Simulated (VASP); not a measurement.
# PtS2 (P-3m1) in VASP: further runs

Runs on PtS2. Level: PBE. Tasks: single point.

Program: VASP 6.6.1. These are calculated values, not measurements. Logs are shortened: lines on timing, memory, paths and dates and some standing lists are left out, and cuts for length are marked.

## 1. The cell of the first run

It takes space group P-3m1 (No. 164, trigonal). The conventional cell has a = 3.553 Å, b = 3.553 Å, c = 5.123 Å, α = 90.00°, β = 90.00°, γ = 120.00°. Within 3.2 Å of Pt (site symmetry -3m) lie 6 S at 2.39 Å. S (site symmetry 3m) has 3 Pt at 2.39 Å and 3 S at 3.20 Å within 3.2 Å.

## 2. Single point, PBE

File INCAR:

```
ALGO = Normal
EDIFF = 1E-6
ENCUT = 520
GGA = PE
ISIF = 2
ISMEAR = -1
LASPH = True
LCHARG = False
LREAL = False
LWAVE = False
NBANDS = 18
NELM = 60
PREC = Accurate
SIGMA = 0.02
```

File KPOINTS:

```
k-points
0
Gamma
  12 12 6
```

File POSCAR:

```
PtS2
1.0
    3.5526415799      0.0000000000      0.0000000000
   -1.7763207900      3.0766778587      0.0000000000
    0.0000000000      0.0000000000      5.1227110550
Pt S
1 2
Direct
    0.0000000000      0.0000000000      0.0000000000
    0.3333333333      0.6666666667      0.2392599767
    0.6666666667      0.3333333333      0.7607400233
```

Potentials or basis: VASP PAW PBE potentials, release 64 (Pt, S).

Launch:

```
cat potpaw_PBE.64/Pt/POTCAR potpaw_PBE.64/S/POTCAR > POTCAR
mpirun -np 1 vasp_std > vasp.out
```

OUTCAR:

```text
EDIFF = 1E-6
   ENCUT = 520
   GGA = PE
   ISIF = 2
   ISMEAR = -1
   LASPH = True
   LREAL = False
   NELM = 60
   PREC = Accurate

 ion  position               nearest neighbor table
   1  0.000  0.000  0.000-   2 2.39   3 2.39   2 2.39   3 2.39   3 2.39   2 2.39
   2  0.333  0.667  0.239-   1 2.39   1 2.39   1 2.39
   3  0.667  0.333  0.761-   1 2.39   1 2.39   1 2.39

  LATTYP: Found a hexagonal cell.
 ALAT       =     3.5526415799
 C/A-ratio  =     1.4419442378

  Lattice vectors:

 A1 = (   3.5526415799,   0.0000000000,   0.0000000000)
 A2 = (  -1.7763207900,   3.0766778587,   0.0000000000)
 A3 = (   0.0000000000,   0.0000000000,   5.1227110550)

Analysis of symmetry for initial positions (statically):
=====================================================================
 Subroutine PRICEL returns:
 Original cell was already a primitive cell.

 Routine SETGRP: Setting up the symmetry group for a
 hexagonal supercell.

 Subroutine GETGRP returns: Found 12 space group operations
 (whereof 12 operations were pure point group operations)
 out of a pool of 24 trial point group operations.

The static configuration has the point symmetry D_3d.

Analysis of symmetry for dynamics (positions and initial velocities):
=====================================================================
 Subroutine PRICEL returns:
 Original cell was already a primitive cell.

 Routine SETGRP: Setting up the symmetry group for a
 hexagonal supercell.

 Subroutine GETGRP returns: Found 12 space group operations
 (whereof 12 operations were pure point group operations)
 out of a pool of 24 trial point group operations.

The dynamic configuration has the point symmetry D_3d.

 Subroutine INISYM returns: Found 12 space group operations
 (whereof 12 operations are pure point group operations),
 and found     1 'primitive' translations

----------------------------------------------------------------------------------------

                                     Primitive cell

  volume of cell :      55.9929

  direct lattice vectors                    reciprocal lattice vectors
     3.552641580  0.000000000  0.000000000     0.281480689  0.162512952  0.000000000
    -1.776320790  3.076677859  0.000000000     0.000000000  0.325025903  0.000000000
     0.000000000  0.000000000  5.122711055     0.000000000  0.000000000  0.195209136

  length of vectors
     3.552641580  3.552641580  5.122711055     0.325025903  0.325025903  0.195209136

  position of ions in fractional coordinates (direct lattice)
     0.000000000  0.000000000  0.000000000
     0.333333333  0.666666667  0.239259977
     0.666666667  0.333333333  0.760740023

  ion indices of the primitive-cell ions
   primitive index   ion index
                 1           1
                 2           2
                 3           3

----------------------------------------------------------------------------------------

 KPOINTS: k-points

Automatic generation of k-mesh.
 Grid dimensions read from file:
 generate k-points for:   12   12    6

 Generating k-lattice:

  Cartesian coordinates                     Fractional coordinates (reciprocal lattice)
     0.023456724  0.013542746  0.000000000     0.083333333  0.000000000  0.000000000
     0.000000000  0.027085492  0.000000000     0.000000000  0.083333333  0.000000000
     0.000000000  0.000000000  0.032534856     0.000000000  0.000000000  0.166666667

  Length of vectors
     0.027085492  0.027085492  0.032534856

  Shift w.r.t. Gamma in fractional coordinates (k-lattice)
     0.000000000  0.000000000  0.000000000

 Subroutine IBZKPT returns following result:
 ===========================================

 Found    100 irreducible k-points:

 Following reciprocal coordinates:
            Coordinates               Weight
  0.000000  0.000000  0.000000      1.000000
  0.083333 -0.000000  0.000000      6.000000
  0.166667  0.000000  0.000000      6.000000
  0.250000 -0.000000  0.000000      6.000000
  0.333333 -0.000000  0.000000      6.000000
  0.416667  0.000000  0.000000      6.000000
[... 16 lines left out ...]
  0.166667  0.000000  0.166667      6.000000
  0.000000  0.166667  0.166667      6.000000
 [... further k-points ...]
   k-points           NKPTS =    100   k-points in BZ     NKDIM =    100   number of bands    NBANDS=     18
   number of dos      NEDOS =    301   number of ions     NIONS =      3
   total plane-waves  NPLWV =  31360
   dimension x,y,z NGX =    28 NGY =   28 NGZ =   40
   dimension x,y,z NGXF=    56 NGYF=   56 NGZF=   80
   ions per type =               1   2
   NGX,Y,Z   is equivalent  to a cutoff of  13.10, 13.10, 12.98 a.u.
   NGXF,Y,Z  is equivalent  to a cutoff of  26.21, 26.21, 25.96 a.u.
 SYSTEM =  unknown system
   PREC   = accura    normal or accurate (medium, high low for compatibility)
   ISTART =      0    job   : 0-new  1-cont  2-samecut
   ICHARG =      2    charge: 1-file 2-atom 10-const
   ISPIN  =      1    spin polarized calculation?
   LNONCOLLINEAR =      F non collinear calculations
   LSORBIT =      F    spin-orbit coupling
   LASPH  =      T    aspherical Exc in radial PAW
   ENCUT  =  520.0 eV  38.22 Ry    6.18 a.u.   6.61  6.61  9.52*2*pi/ulx,y,z
   NELM   =     60;   NELMIN=  2; NELMDL= -5     # of ELM steps
   EDIFF  = 0.1E-05   stopping-criterion for ELM
   LREAL  =      F    real-space projection
   EDIFFG = 0.1E-04   stopping-criterion for IOM
   NSW    =      0    number of steps for IOM
   IBRION =     -1    ionic relax: 0-MD 1-quasi-New 2-CG
   NFREE  =      0    steps in history (QN), initial steepest desc. (CG)
   ISIF   =      2    stress and relaxation
   ISYM   =      2    0-nonsym 1-usesym 2-fastsym
   POTIM  = 0.5000    time-step for ionic-motion
   TEBEG  =    0.0;   TEEND  =   0.0 temperature during run
   PSTRESS=    0.0 pullay stress
   NELECT =      22.0000    total number of electrons
   NUPDOWN=      -1.0000    fix difference up-down
   EMIN   =  10.00;   EMAX   =-10.00  energy-range for DOS
   EFERMI =   0.00;   METHOD = LEGACY
   ISMEAR =    -1;   SIGMA  =   0.02  broadening in eV -4-tet -1-fermi 0-gaus
   EFERMI_NEDOS =   21; number of points for ismear=-14 and -15
   IALGO  =     38    algorithm
   IMIX   =      4    mixing-type and parameters
     AMIX     =   0.40;   BMIX     =  1.00
     AMIX_MAG =   1.60;   BMIX_MAG =  1.00
  volume/ion in A,a.u.               =      18.66       125.95
  Fermi-wavevector in a.u.,A,eV,Ry     =   1.199052  2.265879 19.561441  1.437725
  Thomas-Fermi vector in A             =   2.334925
   LORBIT       =      0    0 simple, 1 ext, 2 COOP (PROOUT), +10 PAW based schemes
   GGA     = PE    functional components
   LHFCALC =     F    Hartree Fock is set to
   AEXX    =    0.0000 exact exchange contribution
   IVDW    =     0    specifies the selected vdW correction
   LEPSILON=     F    determine dielectric tensor
   LRPA    =     F    only Hartree local field effects (RPA)
 non-spin polarized calculation
  energy-cutoff  :      520.00
  volume of cell :       55.99
 maximum number of plane-waves:      1536
 NGX is ok and might be reduce to    28
   NGX = 13   NGY = 13   NGZ = 19

 number of electron      21.9999996 magnetization

 Free energy of the ion-electron system (eV)
  ---------------------------------------------------
  ext. energy  EPLUGINS =         0.00000000
  ---------------------------------------------------
  free energy    TOTEN  =       -15.39644380 eV

  energy without entropy =      -15.39644380  energy(sigma->0) =      -15.39644380

 E-fermi :   6.8015     XC(G=0): -10.5247

 val. band max:        6.4424355437   @ k =   0.0000   0.1667   0.1667
 cond. band min:       7.1548372459   @ k =   0.0000   0.2500   0.3333
 fundamental gap:      0.7124017022
 Fermi energy:         6.8014984555

 k-point     1 :       0.0000    0.0000    0.0000
  band No.  band energies     occupation
      1      -8.6841      2.00000
      2      -5.8772      2.00000
      3      -0.3525      2.00000
      4      -0.0139      2.00000
      5      -0.0139      2.00000
      6       2.7258      2.00000
[... 10 lines left out ...]
     17      14.5242      0.00000
     18      18.8263      0.00000

 k-point     2 :       0.0833   -0.0000    0.0000
  band No.  band energies     occupation
      1      -8.5962      2.00000
      2      -5.9175      2.00000
      3      -0.2594      2.00000
      4       0.0426      2.00000
      5       0.0435      2.00000
      6       2.5959      2.00000
[... 10 lines left out ...]
     17      14.8018      0.00000
     18      17.8730      0.00000

 k-point     3 :       0.1667    0.0000    0.0000
  band No.  band energies     occupation
      1      -8.3423      2.00000
      2      -6.0261      2.00000
      3      -0.0121      2.00000
      4       0.1956      2.00000
      5       0.2308      2.00000
      6       2.1550      2.00000
[... 10 lines left out ...]
     17      15.4732      0.00000
     18      16.4490      0.00000

 k-point     4 :       0.2500   -0.0000    0.0000
  band No.  band energies     occupation
      1      -7.9536      2.00000
      2      -6.1738      2.00000
      3       0.2213      2.00000
      4       0.3927      2.00000
      5       0.6347      2.00000
      6       1.4429      2.00000
[... 375 lines left out ...]
      4       0.0392      2.00000
      5       0.2034      2.00000
      6       2.5737      2.00000
[... 10 lines left out ...]
     17      14.9486      0.00000
     18      17.1336      0.00000

 k-point    23 :       0.1667    0.0000    0.1667
  band No.  band energies     occupation
      1      -8.2675      2.00000
      2      -6.1807      2.00000
      3      -0.0161      2.00000
      4       0.2165      2.00000
      5       0.4379      2.00000
      6       2.1924      2.00000
[... 10 lines left out ...]
     17      15.0709      0.00000
     18      16.1727      0.00000

 k-point    24 :       0.0000    0.1667    0.1667
  band No.  band energies     occupation
      1      -8.2755      2.00000
      2      -6.1575      2.00000
      3      -0.1503      2.00000
      4       0.1802      2.00000
      5       0.5666      2.00000
      6       2.0804      2.00000
[... 10 lines left out ...]
     17      15.8399      0.00000
     18      15.8436      0.00000

 [... further k-points ...]

------------------------ aborting loop because EDIFF is reached ----------------------------------------

  FORCE on cell =-STRESS in cart. coord.  units (eV):
  Direction    XX          YY          ZZ          XY          YZ          ZX
  --------------------------------------------------------------------------------------
  -------------------------------------------------------------------------------------
  Total        1.2687246      1.2687246      0.8066371     -0.0000000      0.0000000     -0.0000000
  in kB       36.3031792     36.3031792     23.0810468     -0.0000000      0.0000000     -0.0000000
  external PRESSURE =      31.8958017 kB  Pullay stress =       0.0000000 kB

 VOLUME and BASIS-vectors are now :
 -----------------------------------------------------------------------------
  energy-cutoff  :      520.00
  volume of cell :       55.99
      direct lattice vectors                 reciprocal lattice vectors
     3.552641580  0.000000000  0.000000000     0.281480689  0.162512952  0.000000000
    -1.776320790  3.076677859  0.000000000     0.000000000  0.325025903  0.000000000
     0.000000000  0.000000000  5.122711055     0.000000000  0.000000000  0.195209136

 POSITION                                       TOTAL-FORCE (eV/Angst)
 -----------------------------------------------------------------------------------
      0.00000      0.00000      0.00000        -0.000000     -0.000000      0.000000
     -0.00000      2.05112      1.22566         0.000000     -0.000000      0.026090
      1.77632      1.02556      3.89705        -0.000000      0.000000     -0.026090
 -----------------------------------------------------------------------------------
    total drift:                                0.000000      0.000000     -0.000000

  FREE ENERGIE OF THE ION-ELECTRON SYSTEM (eV)
  ---------------------------------------------------
  free  energy   TOTEN  =       -15.3964437978 eV

  energy  without entropy=      -15.3964437976  energy(sigma->0) =      -15.39644380
```

Wall time 1.7 min (1 thread of Intel Xeon 8259CL, shared host); peak memory 0.25 GiB.

What came out:

- Free energy: -15.3964 eV
- Pressure: 3.2 GPa
- Largest force: 0.026 eV/Å
- Band gap on the k mesh: 0.71 eV (least direct gap 0.97 eV)

Forces in eV/Å, atoms in the order of the input:
```
Pt   0.000  0.000  0.000
S    0.000  0.000  0.026
S    0.000  0.000 -0.026
```

Stress tensor (GPa, compression positive):
```
3.63 0.00 0.00
0.00 3.63 0.00
0.00 0.00 2.31
```

Caveat: the cell stands under pressure; spin-orbit coupling is left out, which moves the levels of the heavy elements. A k mesh can miss the band edges.

## 3. Single point, PBE (epitaxial xy strain +2.0%)

File INCAR:

```
PREC = Accurate
ENCUT = 520
EDIFF = 1E-6
ISMEAR = -1
SIGMA = 0.02
LREAL = False
LASPH = True
NELM = 60
ALGO = Normal
ISIF = 2
LWAVE = False
LCHARG = False
GGA = PE
NBANDS = 18
```

File KPOINTS:

```
Automatic mesh
0
Gamma
  12 12 6
```

File POSCAR:

```
PtS2
1.0
    3.6236944115      0.0000000000      0.0000000000
   -1.8118472058      3.1382114159      0.0000000000
    0.0000000000      0.0000000000      4.9132539874
Pt S
1 2
Direct
    0.0000000000      0.0000000000      0.0000000000
    0.3333333333      0.6666666667      0.2416455038
    0.6666666667      0.3333333333      0.7583544962
```

Potentials or basis: VASP PAW PBE potentials, release 64 (Pt, S).

Launch:

```
cat potpaw_PBE.64/Pt/POTCAR potpaw_PBE.64/S/POTCAR > POTCAR
mpirun -np 1 vasp_std > vasp.out
```

OUTCAR:

```text
PREC = Accurate
   ENCUT = 520
   EDIFF = 1E-6
   ISMEAR = -1
   LREAL = False
   LASPH = True
   NELM = 60
   ISIF = 2
   GGA = PE

 ion  position               nearest neighbor table
   1  0.000  0.000  0.000-   2 2.41   3 2.41   3 2.41   2 2.41   3 2.41   2 2.41
   2  0.333  0.667  0.242-   1 2.41   1 2.41   1 2.41
   3  0.667  0.333  0.758-   1 2.41   1 2.41   1 2.41

  LATTYP: Found a hexagonal cell.
 ALAT       =     3.6236944115
 C/A-ratio  =     1.3558687432

  Lattice vectors:

 A1 = (   3.6236944115,   0.0000000000,   0.0000000000)
 A2 = (  -1.8118472058,   3.1382114159,   0.0000000000)
 A3 = (   0.0000000000,   0.0000000000,   4.9132539874)

Analysis of symmetry for initial positions (statically):
=====================================================================
 Subroutine PRICEL returns:
 Original cell was already a primitive cell.

 Routine SETGRP: Setting up the symmetry group for a
 hexagonal supercell.

 Subroutine GETGRP returns: Found 12 space group operations
 (whereof 12 operations were pure point group operations)
 out of a pool of 24 trial point group operations.
[... 164 lines left out ...]

 E-fermi :   6.8719     XC(G=0): -10.5765

 val. band max:        6.6402426941   @ k =   0.0000   0.0000   0.0000
 cond. band min:       7.1509261339   @ k =  -0.0833   0.3333   0.3333
 fundamental gap:      0.5106834398
 Fermi energy:         6.8718849728

 k-point     1 :       0.0000    0.0000    0.0000
  band No.  band energies     occupation
      1      -8.6207      2.00000
      2      -5.6297      2.00000
      3      -0.1904      2.00000
      4       0.0029      2.00000
      5       0.0029      2.00000
      6       2.8195      2.00000
[... 481 lines left out ...]
      5       0.7518      2.00000
      6       2.1670      2.00000
[... 10 lines left out ...]
     17      15.6829      0.00000
     18      15.8400      0.00000

 [... further k-points ...]

------------------------ aborting loop because EDIFF is reached ----------------------------------------

  FORCE on cell =-STRESS in cart. coord.  units (eV):
  Direction    XX          YY          ZZ          XY          YZ          ZX
  --------------------------------------------------------------------------------------
  -------------------------------------------------------------------------------------
  Total       -0.2017958     -0.2017958      0.7625852      0.0000000      0.0000000      0.0000000
  in kB       -5.7865509     -5.7865509     21.8673399      0.0000000      0.0000000      0.0000000
  external PRESSURE =       3.4314127 kB  Pullay stress =       0.0000000 kB

 VOLUME and BASIS-vectors are now :
 -----------------------------------------------------------------------------
  energy-cutoff  :      520.00
  volume of cell :       55.87
      direct lattice vectors                 reciprocal lattice vectors
     3.623694411  0.000000000  0.000000000     0.275961460  0.159326423  0.000000000
    -1.811847206  3.138211416  0.000000000     0.000000000  0.318652846  0.000000000
     0.000000000  0.000000000  4.913253987     0.000000000  0.000000000  0.203531102

 POSITION                                       TOTAL-FORCE (eV/Angst)
 -----------------------------------------------------------------------------------
      0.00000      0.00000      0.00000        -0.000000      0.000000      0.000000
     -0.00000      2.09214      1.18727         0.000000     -0.000000      0.015086
      1.81185      1.04607      3.72599        -0.000000      0.000000     -0.015086
 -----------------------------------------------------------------------------------
    total drift:                               -0.000000      0.000000     -0.000000

  FREE ENERGIE OF THE ION-ELECTRON SYSTEM (eV)
  ---------------------------------------------------
  free  energy   TOTEN  =       -15.3852916201 eV

  energy  without entropy=      -15.3852915990  energy(sigma->0) =      -15.38529161
```

stdout:

```text
POSCAR found type information on POSCAR PtS
 POSCAR found :  2 types and       3 ions
 scaLAPACK will be used
 LDA part: xc-table for (Slater+PW92), standard interpolation
 POSCAR, INCAR and KPOINTS ok, starting setup
 FFT: planning ... GRIDC
 FFT: planning ... GRID_SOFT
 FFT: planning ... GRID
 WAVECAR not read
 entering main loop
```

Wall time 2.1 min (1 thread of Intel Xeon 8259CL, shared host); peak memory 0.25 GiB.

Results:

* Free energy: -15.3853 eV
* Pressure: 0.3 GPa
* Largest force: 0.015 eV/Å
* Band gap on the k mesh: 0.51 eV (least direct gap 0.98 eV)

Forces in eV/Å, atoms in the order of the input:
```
Pt   0.000  0.000  0.000
S    0.000  0.000  0.015
S    0.000  0.000 -0.015
```

Caveat: the cell differs from its parent crystal (epitaxial xy strain +2.0%); spin-orbit coupling is left out, which moves the levels of the heavy elements.

## 4. Single point, PBE (epitaxial xy strain -1.5%)

File INCAR:

```
SYSTEM = PtS2
PREC = Accurate
ENCUT = 520
EDIFF = 1E-7
ISMEAR = -1
SIGMA = 0.02
LREAL = .FALSE.
LASPH = .TRUE.
NELM = 80
ALGO = Normal
ISIF = 2
LWAVE = .FALSE.
LCHARG = .FALSE.
GGA = PE
NBANDS = 18
```

File KPOINTS:

```
Automatic mesh
0
G
  12 12 6
  0 0 0
```

File POSCAR:

```
PtS2
1.0
    3.4993519562      0.0000000000      0.0000000000
   -1.7496759781      3.0305276908      0.0000000000
    0.0000000000      0.0000000000      5.3057213562
Pt S
1 2
Direct
    0.0000000000      0.0000000000      0.0000000000
    0.3333333333      0.6666666667      0.2367267124
    0.6666666667      0.3333333333      0.7632732876
```

Launch:

```
cat potpaw_PBE.64/Pt/POTCAR potpaw_PBE.64/S/POTCAR > POTCAR
mpirun -np 1 vasp_std > vasp.out
```

Wall time 2.4 min (1 thread of Intel Xeon 8259CL, shared host); peak memory 0.25 GiB.

Results (log left out):

```yaml
Free_energy: -15.3697 eV
Pressure: 5.3 GPa
Largest_force: 0.036 eV/Å
Band_gap_on_the_k_mesh: 0.86 eV (least direct gap 1.02 eV)
```

Forces on the atoms (eV/Å):
```
Pt   0.000  0.000  0.000
S    0.000  0.000  0.036
S    0.000  0.000 -0.036
```

Stress tensor (GPa, compression positive):
```
6.73 0.00 0.00
0.00 6.73 0.00
0.00 0.00 2.38
```

Levels at points of the mesh, in eV from the valence-band top:
```csv
k point,band 9,band 10,band 11,band 12,band 13,band 14
"(0.00, 0.00, 0.00)",-0.82,-0.82,-0.10,2.37,2.37,5.11
"(0.50, 0.00, 0.00)",-2.79,-2.77,-2.26,1.82,2.68,5.56
"(0.00, 0.00, 0.50)",-1.06,-1.00,-1.00,2.78,2.78,5.69
"(0.50, 0.00, 0.50)",-2.48,-2.45,-1.49,2.00,2.52,5.05
```

Caveat: the cell differs from its parent crystal (epitaxial xy strain -1.5%); the cell stands under pressure; spin-orbit coupling is left out, which moves the levels of the heavy elements. A k mesh can miss the band edges.

(Continued in part 2 of 2.)
